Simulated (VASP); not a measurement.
Al:

```
Al
1.0
     0.00000    1.98347    1.98347
     1.98347    0.00000    1.98347
     1.98347    1.98347    0.00000
Al
1
Cartesian
  0.0000 0.0000 0.0000
```

This cell differs from its parent crystal: volume scaled by 0.94.

Base run:

```yaml
Program: VASP 6.6.1
Functional: PBEsol
Potentials_or_basis: VASP PAW PBE potentials, release 64 (Al)
Cutoff: 520 eV
k_mesh: 11 × 11 × 11
Occupations: fermi-dirac, width 0.05 eV
Spin: no spin polarisation
```

Its results: pressure 3.5 GPa.

Q: After a change of settings the same cell gave: pressure 15.2 GPa. Which change was it?
A. functional from PBEsol to revPBE; further incar settings from ALGO = Normal; EDIFF = 1e-06; NBANDS = 8 to ALGO = Fast; EDIFF = 1e-06; NBANDS = 8
B. functional from PBEsol to r2SCANh; k mesh from 11 × 11 × 11 to 6 × 6 × 6
C. functional from PBEsol to PBE exchange alone
D. functional from PBEsol to LDA; potentials or basis from VASP PAW PBE potentials, release 64 (Al) to VASP PAW LDA potentials, release 64 (Al)

A: C.

Caveats: the PAW data sets were made with another functional, which shifts forces and pressure a little (some runs).
